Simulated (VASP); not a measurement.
# CdSe (P6_3mc) in VASP: relaxation of the atoms with r2SCAN

Aim: the relaxation of the atoms of CdSe with r2SCAN.

Everything below comes from runs of VASP 6.6.1. Logs are shortened: lines on timing, memory, paths and dates and some standing lists are left out, and cuts for length are marked.

### 1 The cell of the first run

Symmetry: P6_3mc, No. 186, hexagonal system. Conventional cell: a = 4.300 Å, b = 4.300 Å, c = 7.020 Å, α = 90.00°, β = 90.00°, γ = 120.00°. Within 3.4 Å of Cd (site symmetry 3m) lie 4 Se at 2.61 to 2.70 Å. Se (site symmetry 3m) has 4 Cd at 2.61 to 2.70 Å within 3.4 Å.

### 2 Relaxation of the atoms, r2SCAN

Input file POSCAR:

```
CdSe
1.0
    4.3000000000      0.0000000000      0.0000000000
   -2.1500000000      3.7239092363      0.0000000000
    0.0000000000      0.0000000000      7.0200000000
Cd Se
2 2
Direct
    0.3333333333      0.6666666667      0.0000000000
    0.6666666667      0.3333333333      0.5000000000
    0.3333333333      0.6666666667      0.3850000000
    0.6666666667      0.3333333333      0.8850000000
```

Input file INCAR.step1:

```
PREC = Accurate
ENCUT = 520
ISMEAR = -1
SIGMA = 0.01
LREAL = F
LASPH = T
NELM = 100
GGA = PE
ALGO = Normal
EDIFF = 1E-4
LWAVE = T
LCHARG = F
KPAR = 4
```

Input file INCAR.step2:

```
PREC = Accurate
ENCUT = 520
EDIFF = 1E-6
ISMEAR = -1
SIGMA = 0.01
LREAL = F
LASPH = T
NELM = 100
ALGO = Normal
ISIF = 2
LWAVE = F
LCHARG = F
METAGGA = R2SCAN
LMIXTAU = T
IBRION = 2
NSW = 80
EDIFFG = -0.02
ISTART = 1
KPAR = 4
```

Input file KPOINTS:

```
Automatic mesh
0
Gamma
  9 9 5
```

Potentials or basis: VASP PAW PBE potentials, release 64 (Cd, Se).

The run is started by

```sh
> cat potpaw_PBE.64/Cd/POTCAR potpaw_PBE.64/Se/POTCAR > POTCAR
> cp INCAR.step1 INCAR
> mpirun -np 4 vasp_std > vasp.out
> cp INCAR.step2 INCAR
> mpirun -np 4 vasp_std > vasp.out
```

OUTCAR:

```text
PREC = Accurate
   ENCUT = 520
   EDIFF = 1E-6
   ISMEAR = -1
   LREAL = F
   LASPH = T
   NELM = 100
   ISIF = 2
   METAGGA = R2SCAN
   IBRION = 2
   NSW = 80
   EDIFFG = -0.02
   ISTART = 1

 ion  position               nearest neighbor table
   1  0.333  0.667  0.000-   4 2.61   4 2.61   4 2.61   3 2.70
   2  0.667  0.333  0.500-   3 2.61   3 2.61   3 2.61   4 2.70
   3  0.333  0.667  0.385-   2 2.61   2 2.61   2 2.61   1 2.70
   4  0.667  0.333  0.885-   1 2.61   1 2.61   1 2.61   2 2.70

  LATTYP: Found a hexagonal cell.
 ALAT       =     4.3000000000
 C/A-ratio  =     1.6325581395

  Lattice vectors:

 A1 = (   4.3000000000,   0.0000000000,   0.0000000000)
 A2 = (  -2.1500000000,   3.7239092363,   0.0000000000)
 A3 = (   0.0000000000,   0.0000000000,   7.0200000000)

Analysis of symmetry for initial positions (statically):
=====================================================================
 Subroutine PRICEL returns:
 Original cell was already a primitive cell.

 Routine SETGRP: Setting up the symmetry group for a
 hexagonal supercell.

 Subroutine GETGRP returns: Found 12 space group operations
 (whereof  6 operations were pure point group operations)
 out of a pool of 24 trial point group operations.

The static configuration has the point symmetry C_3v.
 The point group associated with its full space group is C_6v.

Analysis of symmetry for dynamics (positions and initial velocities):
=====================================================================
 Subroutine PRICEL returns:
 Original cell was already a primitive cell.

 Routine SETGRP: Setting up the symmetry group for a
 hexagonal supercell.

 Subroutine GETGRP returns: Found 12 space group operations
 (whereof  6 operations were pure point group operations)
 out of a pool of 24 trial point group operations.

The dynamic configuration has the point symmetry C_3v.
 The point group associated with its full space group is C_6v.

 Subroutine INISYM returns: Found 12 space group operations
 (whereof  6 operations are pure point group operations),
 and found     1 'primitive' translations

----------------------------------------------------------------------------------------

                                     Primitive cell

  volume of cell :     112.4099

  direct lattice vectors                    reciprocal lattice vectors
     4.300000000  0.000000000  0.000000000     0.232558140  0.134267504  0.000000000
    -2.150000000  3.723909236  0.000000000     0.000000000  0.268535009  0.000000000
     0.000000000  0.000000000  7.020000000     0.000000000  0.000000000  0.142450142

  length of vectors
     4.300000000  4.300000000  7.020000000     0.268535009  0.268535009  0.142450142

  position of ions in fractional coordinates (direct lattice)
     0.333333333  0.666666667  0.000000000
     0.666666667  0.333333333  0.500000000
     0.333333333  0.666666667  0.385000000
     0.666666667  0.333333333  0.885000000

  ion indices of the primitive-cell ions
   primitive index   ion index
                 1           1
                 2           2
                 3           3
                 4           4

----------------------------------------------------------------------------------------

 KPOINTS: Automatic mesh

Automatic generation of k-mesh.
 Grid dimensions read from file:
 generate k-points for:    9    9    5

 Generating k-lattice:

  Cartesian coordinates                     Fractional coordinates (reciprocal lattice)
     0.025839793  0.014918612  0.000000000     0.111111111  0.000000000  0.000000000
     0.000000000  0.029837223  0.000000000     0.000000000  0.111111111  0.000000000
     0.000000000  0.000000000  0.028490028     0.000000000  0.000000000  0.200000000

  Length of vectors
     0.029837223  0.029837223  0.028490028

  Shift w.r.t. Gamma in fractional coordinates (k-lattice)
     0.000000000  0.000000000  0.000000000

 Subroutine IBZKPT returns following result:
 ===========================================

 Found     36 irreducible k-points:

 Following reciprocal coordinates:
            Coordinates               Weight
  0.000000  0.000000  0.000000      1.000000
  0.111111  0.000000  0.000000      6.000000
  0.222222  0.000000  0.000000      6.000000
  0.333333  0.000000  0.000000      6.000000
  0.444444  0.000000  0.000000      6.000000
  0.111111  0.111111  0.000000      6.000000
[... 16 lines left out ...]
  0.333333  0.222222  0.200000     24.000000
  0.333333  0.333333  0.200000      4.000000
 [... further k-points ...]
   k-points           NKPTS =     36   k-points in BZ     NKDIM =     36   number of bands    NBANDS=     22
   number of dos      NEDOS =    301   number of ions     NIONS =      4
   total plane-waves  NPLWV =  55296
   dimension x,y,z NGX =    32 NGY =   32 NGZ =   54
   dimension x,y,z NGXF=    64 NGYF=   64 NGZF=  108
   ions per type =               2   2
   NGX,Y,Z   is equivalent  to a cutoff of  12.37, 12.37, 12.79 a.u.
   NGXF,Y,Z  is equivalent  to a cutoff of  24.74, 24.74, 25.58 a.u.
 SYSTEM =  unknown system
   PREC   = accura    normal or accurate (medium, high low for compatibility)
   ISTART =      1    job   : 0-new  1-cont  2-samecut
   ICHARG =      0    charge: 1-file 2-atom 10-const
   ISPIN  =      1    spin polarized calculation?
   LNONCOLLINEAR =      F non collinear calculations
   LSORBIT =      F    spin-orbit coupling
   LASPH  =      T    aspherical Exc in radial PAW
   ENCUT  =  520.0 eV  38.22 Ry    6.18 a.u.   8.00  8.00 13.05*2*pi/ulx,y,z
   NELM   =    100;   NELMIN=  2; NELMDL=  0     # of ELM steps
   EDIFF  = 0.1E-05   stopping-criterion for ELM
   LREAL  =      F    real-space projection
   EDIFFG = -.2E-01   stopping-criterion for IOM
   NSW    =     80    number of steps for IOM
   IBRION =      2    ionic relax: 0-MD 1-quasi-New 2-CG
   NFREE  =      1    steps in history (QN), initial steepest desc. (CG)
   ISIF   =      2    stress and relaxation
   ISYM   =      2    0-nonsym 1-usesym 2-fastsym
   POTIM  = 0.5000    time-step for ionic-motion
   TEBEG  =    0.0;   TEEND  =   0.0 temperature during run
   PSTRESS=    0.0 pullay stress
   NELECT =      36.0000    total number of electrons
   NUPDOWN=      -1.0000    fix difference up-down
   EMIN   =  10.00;   EMAX   =-10.00  energy-range for DOS
   EFERMI =   0.00;   METHOD = LEGACY
   ISMEAR =    -1;   SIGMA  =   0.01  broadening in eV -4-tet -1-fermi 0-gaus
   EFERMI_NEDOS =   21; number of points for ismear=-14 and -15
   IALGO  =     38    algorithm
   IMIX   =      4    mixing-type and parameters
     AMIX     =   0.40;   BMIX     =  1.00
     AMIX_MAG =   1.60;   BMIX_MAG =  1.00
  volume/ion in A,a.u.               =      28.10       189.64
  Fermi-wavevector in a.u.,A,eV,Ry     =   1.120059  2.116604 17.068937  1.254531
  Thomas-Fermi vector in A             =   2.256702
   LORBIT       =      0    0 simple, 1 ext, 2 COOP (PROOUT), +10 PAW based schemes
   METAGGA = R2SCAN    functional components
   LHFCALC =     F    Hartree Fock is set to
   AEXX    =    0.0000 exact exchange contribution
   IVDW    =     0    specifies the selected vdW correction
   LEPSILON=     F    determine dielectric tensor
   LRPA    =     F    only Hartree local field effects (RPA)
 conjugate gradient relaxation of ions
 non-spin polarized calculation
  energy-cutoff  :      520.00
  volume of cell :      112.41
 maximum number of plane-waves:      3047
 NGX is ok and might be reduce to    32
   NGX = 15   NGY = 15   NGZ = 27

--------------------------------------- Ionic step        1  -------------------------------------------

 number of electron      35.9999998 magnetization

 Free energy of the ion-electron system (eV)
  ---------------------------------------------------
  ext. energy  EPLUGINS =         0.00000000
  ---------------------------------------------------
  free energy    TOTEN  =       -71.79434018 eV

  energy without entropy =      -71.79434018  energy(sigma->0) =      -71.79434018

------------------------ aborting loop because EDIFF is reached ----------------------------------------

  FORCE on cell =-STRESS in cart. coord.  units (eV):
  Direction    XX          YY          ZZ          XY          YZ          ZX
  --------------------------------------------------------------------------------------
  -------------------------------------------------------------------------------------
  Total        1.7848677      1.7848677      0.3126093      0.0000000      0.0000000      0.0000000
  in kB       25.4396977     25.4396977      4.4556168      0.0000000      0.0000000      0.0000000
  external PRESSURE =      18.4450041 kB  Pullay stress =       0.0000000 kB
[... 61 lines left out ...]
  energy  without entropy=      -71.8071633940  energy(sigma->0) =      -71.80716339

--------------------------------------- Ionic step        3  -------------------------------------------

 number of electron      35.9999992 magnetization

 Free energy of the ion-electron system (eV)
  ---------------------------------------------------
  ext. energy  EPLUGINS =         0.00000000
  ---------------------------------------------------
  free energy    TOTEN  =       -71.81417756 eV

  energy without entropy =      -71.81417756  energy(sigma->0) =      -71.81417756

 E-fermi :   0.8765     XC(G=0):  -9.4254

 val. band max:        0.6545861607   @ k =   0.0000   0.0000   0.0000
 cond. band min:       1.8119717115   @ k =   0.0000   0.0000   0.0000
 fundamental gap:      1.1573855508
 Fermi energy:         0.8765013591

 k-point     1 :       0.0000    0.0000    0.0000
  band No.  band energies     occupation
      1     -12.3783      2.00000
      2     -11.9932      2.00000
      3      -7.5055      2.00000
      4      -7.5009      2.00000
      5      -7.5009      2.00000
      6      -7.4273      2.00000
[... 574 lines left out ...]
      6      -7.2614      2.00000
[... 14 lines left out ...]
     21       5.5922      0.00000
     22       7.7139      0.00000

 [... further k-points ...]

------------------------ aborting loop because EDIFF is reached ----------------------------------------

  FORCE on cell =-STRESS in cart. coord.  units (eV):
  Direction    XX          YY          ZZ          XY          YZ          ZX
  --------------------------------------------------------------------------------------
  -------------------------------------------------------------------------------------
  Total        1.2446969      1.2446969      1.1706325      0.0000000     -0.0000000      0.0000000
  in kB       17.7406508     17.7406508     16.6850116      0.0000000     -0.0000000      0.0000000
  external PRESSURE =      17.3887711 kB  Pullay stress =       0.0000000 kB
[... 19 lines left out ...]
  FREE ENERGIE OF THE ION-ELECTRON SYSTEM (eV)
  ---------------------------------------------------
  free  energy   TOTEN  =       -71.8141775552 eV

  energy  without entropy=      -71.8141775552  energy(sigma->0) =      -71.81417756

 reached required accuracy - stopping structural energy minimisation
```

Run time: 2.4 min. Hardware: 4 MPI ranks of Intel Xeon Platinum 8375C at 2.90GHz (Ice Lake), shared host; peak memory 0.29 GiB.

Results:

```yaml
Free_energy: -71.8142 eV
Energy_gained_by_relaxing: 5.0 meV/atom
Ionic_steps: 3
Pressure_after_relaxing: 1.7 GPa
Largest_force_after_relaxing: 0.013 eV/Å
Band_gap_on_the_k_mesh: 1.16 eV
```

Forces in eV/Å, atoms in the order of the input:
```
Cd   0.000  0.000  0.013
Cd   0.000  0.000  0.013
Se   0.000  0.000 -0.013
Se   0.000  0.000 -0.013
```

Step by step:
```tsv
step	energy change (eV)	largest force (eV/Å)	pressure (GPa)
1	0.0000	0.2861	1.84
2	-0.0128	0.1750	1.78
3	-0.0198	0.0132	1.74
```

Final structure:
```xyz
4
Lattice="4.3000 0.0000 0.0000 -2.1500 3.7239 0.0000 0.0000 0.0000 7.0200" Properties=species:S:1:pos:R:3 pbc="T T T"
Cd    0.0000    2.4826    0.0317
Cd    2.1500    1.2413    3.5417
Se    0.0000    2.4826    2.6710
Se    2.1500    1.2413    6.1810
```

Caveat: the PAW data sets were made with another functional, which shifts forces and pressure a little.
